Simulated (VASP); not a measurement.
Crystal: Ni.

```xyz
1
Lattice="-1.3837 1.3837 1.3837 1.3837 -1.3837 1.3837 1.3837 1.3837 -1.3837" Properties=species:S:1:pos:R:3 pbc="T T T"
Ni    0.0000    0.0000    0.0000
```

```yaml
Program: VASP 6.6.1
Task: relaxation of cell and atoms
Functional: PBEsol
Dispersion: D3(BJ)
Potentials_or_basis: VASP PAW PBE potentials, release 64 (Ni)
Cutoff: 600 eV
k_mesh: 13 × 13 × 13
Occupations: fermi-dirac, width 0.05 eV
Spin: collinear spin, ferromagnetic start
Starting_moments: "[1.0] μB"
```

At the start: pressure -8.9 GPa; volume 10.60 Å³/atom.

Task: Where does the relaxation end?

Result: Over 3 steps the energy falls by 12.8 meV/atom and the volume is 10.16 Å³/atom (-4.2 %); space group Im-3m (No. 229, to 0.05 Å); moment 0.54 μB per cell.

The path:
| step | energy change (eV) | largest force (eV/Å) | pressure (GPa) | volume (Å³) |
| --- | --- | --- | --- | --- |
| 1 | 0.0000 | 0.0000 | -8.91 | 10.60 |
| 2 | 0.0008 | 0.0000 | 10.27 | 9.72 |
| 3 | -0.0128 | 0.0000 | 0.04 | 10.16 |

Final structure:
```cif
data_structure
_symmetry_space_group_name_H-M 'P 1'
_symmetry_Int_Tables_number 1
_cell_length_a 2.3629
_cell_length_b 2.3629
_cell_length_c 2.3629
_cell_angle_alpha 109.471
_cell_angle_beta 109.471
_cell_angle_gamma 109.471
_cell_volume 10.16
loop_
_atom_site_label
_atom_site_type_symbol
_atom_site_fract_x
_atom_site_fract_y
_atom_site_fract_z
_atom_site_occupancy
Ni1 Ni 0.00000 0.00000 0.00000 1
```

Caveat: the PAW data sets were made with another functional, which shifts forces and pressure a little; pairwise dispersion overbinds metals, which lowers pressure and volume.
